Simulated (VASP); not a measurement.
# BN (Cmm2) in VASP: further runs

BN is run at these levels: r2SCAN; tasks: single point.

Program: VASP 6.6.1. These are calculated values, not measurements. Logs are shortened: lines on timing, memory, paths and dates and some standing lists are left out, and cuts for length are marked.

**1. The cell of the first run**

Symmetry: Cmm2, No. 35, orthorhombic system. The conventional cell has a = 5.105 Å, b = 5.105 Å, c = 3.610 Å, α = 90.00°, β = 90.00°, γ = 90.00°. B (site symmetry m) has 4 N at 1.56 to 1.62 Å within 2.1 Å. B (site symmetry m) has 4 N at 1.51 to 1.56 Å within 2.0 Å. Within 2.0 Å of N (site symmetry mm2) lie 4 B at 1.51 to 1.62 Å. N (site symmetry 2) has 4 B at 1.56 Å within 2.1 Å. Within 2.1 Å of N (site symmetry mm2) lie 4 B at 1.56 Å.

**2. Single point, r2SCAN (atom 5 (N) moved +0.087 Å along Cartesian [0 1 0])**

File POSCAR:

```
BN
1.0
    3.6096275117      0.0000000000      0.0000000000
    0.0000000000     -3.6096275117      0.0000000000
    0.0000000000      0.0000000000     -3.6096275117
B N
4 4
Direct
    0.0000000000      0.0000000000      0.0000000000
    0.5000000000      0.5000000000      0.0000000000
    0.5000000000      0.0000000000      0.5000000000
    0.0000000000      0.5000000000      0.5000000000
    0.7500000000      0.7257592716      0.7500000000
    0.2500000000      0.2500000000      0.7500000000
    0.2500000000      0.7500000000      0.2500000000
    0.7500000000      0.2500000000      0.2500000000
```

File INCAR.step1:

```
PREC = Accurate
ENCUT = 520
ISMEAR = 0
SIGMA = 0.05
LREAL = False
LASPH = True
NELM = 100
NBANDS = 26
GGA = PE
ALGO = Normal
EDIFF = 1E-4
LWAVE = True
LCHARG = False
```

File INCAR.step2:

```
PREC = Accurate
ENCUT = 520
EDIFF = 1E-6
ISMEAR = 0
SIGMA = 0.05
LREAL = False
LASPH = True
NELM = 100
ALGO = Normal
ISIF = 2
LWAVE = False
LCHARG = False
METAGGA = R2SCAN
LMIXTAU = True
NBANDS = 26
ISTART = 1
```

File KPOINTS:

```
regular mesh
0
Gamma
  6 6 6
```

Potentials or basis: VASP PAW PBE potentials, release 64 (B, N).

Command:

```bash
cat potpaw_PBE.64/B/POTCAR potpaw_PBE.64/N/POTCAR > POTCAR
cp INCAR.step1 INCAR
mpirun -np 1 vasp_std > vasp.out
cp INCAR.step2 INCAR
mpirun -np 1 vasp_std > vasp.out
```

OUTCAR:

```text
PREC = Accurate
   ENCUT = 520
   EDIFF = 1E-6
   ISMEAR = 0
   LREAL = False
   LASPH = True
   NELM = 100
   ISIF = 2
   METAGGA = R2SCAN
   ISTART = 1

 ion  position               nearest neighbor table
   1  0.000  0.000  0.000-   6 1.56   7 1.56   8 1.56   5 1.62
   2  0.500  0.500  0.000-   5 1.51   6 1.56   7 1.56   8 1.56
   3  0.500  0.000  0.500-   6 1.56   7 1.56   8 1.56   5 1.62
   4  0.000  0.500  0.500-   5 1.51   6 1.56   7 1.56   8 1.56
   5  0.750  0.726  0.750-   2 1.51   4 1.51   3 1.62   1 1.62
   6  0.250  0.250  0.750-   1 1.56   2 1.56   3 1.56   4 1.56
   7  0.250  0.750  0.250-   1 1.56   2 1.56   3 1.56   4 1.56
   8  0.750  0.250  0.250-   1 1.56   2 1.56   3 1.56   4 1.56

  LATTYP: Found a simple cubic cell.
 ALAT       =     3.6096275117

  Lattice vectors:

 A1 = (   3.6096275117,   0.0000000000,   0.0000000000)
 A2 = (   0.0000000000,  -3.6096275117,   0.0000000000)
 A3 = (   0.0000000000,   0.0000000000,  -3.6096275117)

Analysis of symmetry for initial positions (statically):
=====================================================================
 Subroutine PRICEL returns:
 Original cell was already a primitive cell.

 Routine SETGRP: Setting up the symmetry group for a
 simple cubic supercell.

 Subroutine GETGRP returns: Found  4 space group operations
 (whereof  2 operations were pure point group operations)
 out of a pool of 48 trial point group operations.

The static configuration has the point symmetry C_1h.
 The point group associated with its full space group is C_2v.

Analysis of symmetry for dynamics (positions and initial velocities):
=====================================================================
 Subroutine PRICEL returns:
 Original cell was already a primitive cell.

 Routine SETGRP: Setting up the symmetry group for a
 simple cubic supercell.

 Subroutine GETGRP returns: Found  4 space group operations
 (whereof  2 operations were pure point group operations)
 out of a pool of 48 trial point group operations.

The dynamic configuration has the point symmetry C_1h.
 The point group associated with its full space group is C_2v.

 Subroutine INISYM returns: Found  4 space group operations
 (whereof  2 operations are pure point group operations),
 and found     1 'primitive' translations

----------------------------------------------------------------------------------------
[... 109 lines left out ...]
   IBRION =     -1    ionic relax: 0-MD 1-quasi-New 2-CG
   NFREE  =      0    steps in history (QN), initial steepest desc. (CG)
   ISIF   =      2    stress and relaxation
   ISYM   =      2    0-nonsym 1-usesym 2-fastsym
   POTIM  = 0.5000    time-step for ionic-motion
   TEBEG  =    0.0;   TEEND  =   0.0 temperature during run
   PSTRESS=    0.0 pullay stress
   NELECT =      32.0000    total number of electrons
   NUPDOWN=      -1.0000    fix difference up-down
   EMIN   =  10.00;   EMAX   =-10.00  energy-range for DOS
   EFERMI =   0.00;   METHOD = LEGACY
   ISMEAR =     0;   SIGMA  =   0.05  broadening in eV -4-tet -1-fermi 0-gaus
   EFERMI_NEDOS =   21; number of points for ismear=-14 and -15
   IALGO  =     38    algorithm
   IMIX   =      4    mixing-type and parameters
     AMIX     =   0.40;   BMIX     =  1.00
     AMIX_MAG =   1.60;   BMIX_MAG =  1.00
  volume/ion in A,a.u.               =       5.88        39.67
  Fermi-wavevector in a.u.,A,eV,Ry     =   1.439889  2.720996 28.208703  2.073281
  Thomas-Fermi vector in A             =   2.558695
   LORBIT       =      0    0 simple, 1 ext, 2 COOP (PROOUT), +10 PAW based schemes
   METAGGA = R2SCAN    functional components
   LHFCALC =     F    Hartree Fock is set to
   AEXX    =    0.0000 exact exchange contribution
   IVDW    =     0    specifies the selected vdW correction
   LEPSILON=     F    determine dielectric tensor
   LRPA    =     F    only Hartree local field effects (RPA)
 non-spin polarized calculation
 Gauss-broadening in eV      SIGMA  =   0.05
  energy-cutoff  :      520.00
  volume of cell :       47.03
 maximum number of plane-waves:      1328
   NGX = 13   NGY = 13   NGZ = 13

 number of electron      31.9999999 magnetization

 Free energy of the ion-electron system (eV)
  ---------------------------------------------------
  ext. energy  EPLUGINS =         0.00000000
  ---------------------------------------------------
  free energy    TOTEN  =       -76.54544740 eV

  energy without entropy =      -76.54544740  energy(sigma->0) =      -76.54544740

 E-fermi :   7.7818     XC(G=0): -13.6698

 val. band max:        7.4990794873   @ k =   0.0000   0.0000   0.0000
 cond. band min:      12.2518079074   @ k =   0.0000   0.0000   0.0000
 fundamental gap:      4.7527284202
 Fermi energy:         7.7817638091

 k-point     1 :       0.0000    0.0000    0.0000
  band No.  band energies     occupation
      1     -14.0523      2.00000
      2      -8.3296      2.00000
      3      -8.3035      2.00000
      4      -8.2908      2.00000
      5      -2.1441      2.00000
      6      -2.0288      2.00000
[... 685 lines left out ...]
     25      20.8738      0.00000
     26      20.9576      0.00000

 [... further k-points ...]

------------------------ aborting loop because EDIFF is reached ----------------------------------------

  FORCE on cell =-STRESS in cart. coord.  units (eV):
  Direction    XX          YY          ZZ          XY          YZ          ZX
  --------------------------------------------------------------------------------------
  -------------------------------------------------------------------------------------
  Total        0.6148263      0.4110542      0.6148263     -0.0000000      0.0000000      0.1068512
  in kB       20.9447835     14.0030454     20.9447835     -0.0000000      0.0000000      3.6400126
  external PRESSURE =      18.6308708 kB  Pullay stress =       0.0000000 kB

 VOLUME and BASIS-vectors are now :
 -----------------------------------------------------------------------------
  energy-cutoff  :      520.00
  volume of cell :       47.03
      direct lattice vectors                 reciprocal lattice vectors
     3.609627512  0.000000000  0.000000000     0.277036896  0.000000000  0.000000000
     0.000000000 -3.609627512  0.000000000     0.000000000 -0.277036896  0.000000000
     0.000000000  0.000000000 -3.609627512     0.000000000  0.000000000 -0.277036896

 POSITION                                       TOTAL-FORCE (eV/Angst)
 -----------------------------------------------------------------------------------
      0.00000      0.00000      0.00000        -0.094606      0.469723      0.094606
      1.80481     -1.80481      0.00000        -0.206969      0.590651     -0.206969
      1.80481      0.00000     -1.80481         0.094606      0.469723     -0.094606
      0.00000     -1.80481     -1.80481         0.206969      0.590651      0.206969
      2.70722     -2.61972     -2.70722         0.000000     -3.209209     -0.000000
      0.90241     -0.90241     -2.70722         0.000000      0.653325      0.000000
      0.90241     -2.70722     -0.90241         0.000000     -0.218188      0.000000
      2.70722     -0.90241     -0.90241         0.000000      0.653325     -0.000000
 -----------------------------------------------------------------------------------
    total drift:                                0.000000      0.000007     -0.000001

  FREE ENERGIE OF THE ION-ELECTRON SYSTEM (eV)
  ---------------------------------------------------
  free  energy   TOTEN  =       -76.5454474021 eV

  energy  without entropy=      -76.5454474021  energy(sigma->0) =      -76.54544740
```

Run time: 1.8 min. Hardware: 1 thread of AMD EPYC 9R45 (Zen 5), shared host; peak memory 0.16 GiB.

Results:

```
Free energy            : -76.5454 eV
Pressure               : 1.9 GPa
Largest force          : 3.209 eV/Å
Band gap on the k mesh : 4.75 eV
```

Forces in eV/Å, atoms in the order of the input:
```
B   -0.095  0.470  0.095
B   -0.207  0.591 -0.207
B    0.095  0.470 -0.095
B    0.207  0.591  0.207
N    0.000 -3.209  0.000
N    0.000  0.653  0.000
N    0.000 -0.218  0.000
N    0.000  0.653  0.000
```

Levels at points of the mesh, in eV from the valence-band top:
```
           k point  band 13  band 14  band 15  band 16  band 17  band 18  band 19  band 20
(0.00, 0.00, 0.00)    -5.15    -0.41    -0.21     0.00     4.75     4.78     4.80     9.07
(0.50, 0.00, 0.00)    -3.34    -3.34    -3.30    -3.24     7.19     7.21    10.06    10.10
(0.00, 0.50, 0.00)    -3.67    -3.42    -3.27    -3.01     7.19     7.27    10.09    10.16
(0.50, 0.50, 0.00)    -2.55    -2.39    -2.34    -2.18     9.91    10.00    10.39    10.44
(0.50, 0.00, 0.50)    -2.70    -2.39    -2.38    -2.07    10.06    10.19    10.24    10.42
(0.50, 0.50, 0.50)    -2.23    -2.22    -2.07    -1.80    10.33    10.41    10.60    10.64
```

Caveat: the cell differs from its parent crystal (atom 5 (N) moved +0.087 Å along Cartesian [0 1 0]); the PAW data sets were made with another functional, which shifts forces and pressure a little. A k mesh can miss the band edges.

**3. Single point, r2SCAN (atom 5 (N) moved +0.062 Å along Cartesian [0 1 0])**

Edit POSCAR of step 2 so:

```diff
@@ -12,3 +12,3 @@
     0.0000000000      0.5000000000      0.5000000000
-    0.7500000000      0.7257592716      0.7500000000
+    0.7500000000      0.7326851940      0.7500000000
     0.2500000000      0.2500000000      0.7500000000
```

File INCAR.step1:

```
PREC = Accurate
ENCUT = 520
ISMEAR = 0
SIGMA = 0.05
LREAL = F
LASPH = T
NELM = 80
NBANDS = 26
GGA = PE
ALGO = Normal
EDIFF = 1E-4
LWAVE = T
LCHARG = F
```

File INCAR.step2:

```
PREC = Accurate
ENCUT = 520
EDIFF = 1E-6
ISMEAR = 0
SIGMA = 0.05
LREAL = F
LASPH = T
NELM = 80
ALGO = Normal
ISIF = 2
LWAVE = F
LCHARG = F
METAGGA = R2SCAN
LMIXTAU = T
NBANDS = 26
ISTART = 1
```

KPOINTS is that of step 2.

Potentials or basis: VASP PAW PBE potentials, release 64 (B, N).

Command:

```bash
cat potpaw_PBE.64/B/POTCAR potpaw_PBE.64/N/POTCAR > POTCAR
cp INCAR.step1 INCAR
mpirun -np 1 vasp_std > vasp.out
cp INCAR.step2 INCAR
mpirun -np 1 vasp_std > vasp.out
```

OUTCAR:

```text
PREC = Accurate
   ENCUT = 520
   EDIFF = 1E-6
   ISMEAR = 0
   LREAL = F
   LASPH = T
   NELM = 80
   ISIF = 2
   METAGGA = R2SCAN
   ISTART = 1

 ion  position               nearest neighbor table
   1  0.000  0.000  0.000-   6 1.56   7 1.56   8 1.56   5 1.60
   2  0.500  0.500  0.000-   5 1.53   6 1.56   7 1.56   8 1.56
   3  0.500  0.000  0.500-   6 1.56   7 1.56   8 1.56   5 1.60
   4  0.000  0.500  0.500-   5 1.53   6 1.56   7 1.56   8 1.56
   5  0.750  0.733  0.750-   2 1.53   4 1.53   3 1.60   1 1.60
   6  0.250  0.250  0.750-   1 1.56   2 1.56   3 1.56   4 1.56
   7  0.250  0.750  0.250-   1 1.56   2 1.56   3 1.56   4 1.56
[... 910 lines left out ...]
  Total        0.4786844      0.3748088      0.4786844      0.0000000      0.0000000      0.0711606
  in kB       16.3069486     12.7683044     16.3069486      0.0000000      0.0000000      2.4241706
  external PRESSURE =      15.1274006 kB  Pullay stress =       0.0000000 kB

 VOLUME and BASIS-vectors are now :
 -----------------------------------------------------------------------------
  energy-cutoff  :      520.00
  volume of cell :       47.03
      direct lattice vectors                 reciprocal lattice vectors
     3.609627512  0.000000000  0.000000000     0.277036896  0.000000000  0.000000000
     0.000000000 -3.609627512  0.000000000     0.000000000 -0.277036896  0.000000000
     0.000000000  0.000000000 -3.609627512     0.000000000  0.000000000 -0.277036896

 POSITION                                       TOTAL-FORCE (eV/Angst)
 -----------------------------------------------------------------------------------
      0.00000      0.00000      0.00000        -0.078302      0.349618      0.078302
      1.80481     -1.80481      0.00000        -0.135771      0.411694     -0.135771
      1.80481      0.00000     -1.80481         0.078302      0.349618     -0.078302
      0.00000     -1.80481     -1.80481         0.135771      0.411694      0.135771
      2.70722     -2.64472     -2.70722         0.000000     -2.299156     -0.000000
      0.90241     -0.90241     -2.70722         0.000000      0.466400     -0.000000
      0.90241     -2.70722     -0.90241         0.000000     -0.156267     -0.000000
      2.70722     -0.90241     -0.90241         0.000000      0.466400     -0.000000
 -----------------------------------------------------------------------------------
    total drift:                                0.000000     -0.000033      0.000000

  FREE ENERGIE OF THE ION-ELECTRON SYSTEM (eV)
  ---------------------------------------------------
  free  energy   TOTEN  =       -76.6143135105 eV

  energy  without entropy=      -76.6143135105  energy(sigma->0) =      -76.61431351
```

OUTCAR.step1:

```text
PREC = Accurate
   ENCUT = 520
   ISMEAR = 0
   LREAL = F
[... 942 lines left out ...]
      2.70722     -2.64472     -2.70722         0.000000     -2.246733     -0.000000
      0.90241     -0.90241     -2.70722         0.000000      0.439757      0.000000
      0.90241     -2.70722     -0.90241         0.000000     -0.155629      0.000000
      2.70722     -0.90241     -0.90241         0.000000      0.439757     -0.000000
 -----------------------------------------------------------------------------------
    total drift:                                0.000000      0.001359      0.000000

  FREE ENERGIE OF THE ION-ELECTRON SYSTEM (eV)
  ---------------------------------------------------
  free  energy   TOTEN  =       -69.7230141507 eV

  energy  without entropy=      -69.7230141507  energy(sigma->0) =      -69.72301415
```

OSZICAR.step1:

```text
N       E                     dE             d eps       ncg     rms          rms(c)
DAV:   1     0.108963339013E+03    0.10896E+03   -0.17275E+04  2704   0.122E+03
DAV:   2    -0.673497339849E+02   -0.17631E+03   -0.16771E+03  3526   0.282E+02
DAV:   3    -0.735886600781E+02   -0.62389E+01   -0.62088E+01  3628   0.501E+01
DAV:   4    -0.736286439272E+02   -0.39984E-01   -0.39939E-01  3448   0.424E+00
DAV:   5    -0.736290644383E+02   -0.42051E-03   -0.42030E-03  3500   0.407E-01    0.135E+01
DAV:   6    -0.700580699906E+02    0.35710E+01   -0.83625E+00  3318   0.168E+01    0.642E+00
DAV:   7    -0.697830020321E+02    0.27507E+00   -0.57977E-01  3496   0.477E+00    0.392E+00
DAV:   8    -0.697251585978E+02    0.57843E-01   -0.14037E-01  3082   0.238E+00    0.355E-01
DAV:   9    -0.697224902650E+02    0.26683E-02   -0.63188E-03  3442   0.566E-01    0.190E-01
DAV:  10    -0.697230182568E+02   -0.52799E-03   -0.92365E-04  3234   0.198E-01    0.445E-02
DAV:  11    -0.697230141507E+02    0.41061E-05   -0.14738E-04  2308   0.784E-02
   1 F= -.69723014E+02 E0= -.69723014E+02  d E =-.614122E-18
```

It took 100 s on 1 thread of AMD EPYC 9R45 (Zen 5), shared host; peak memory 0.16 GiB.

Results:

```yaml
Free_energy: -76.6143 eV
Pressure: 1.5 GPa
Largest_force: 2.299 eV/Å
Band_gap_on_the_k_mesh: 4.82 eV
```

Forces in eV/Å, atoms in the order of the input:
```
B   -0.078  0.350  0.078
B   -0.136  0.412 -0.136
B    0.078  0.350 -0.078
B    0.136  0.412  0.136
N    0.000 -2.299  0.000
N    0.000  0.466  0.000
N    0.000 -0.156  0.000
N    0.000  0.466  0.000
```

Caveat: the cell differs from its parent crystal (atom 5 (N) moved +0.062 Å along Cartesian [0 1 0]); the PAW data sets were made with another functional, which shifts forces and pressure a little.
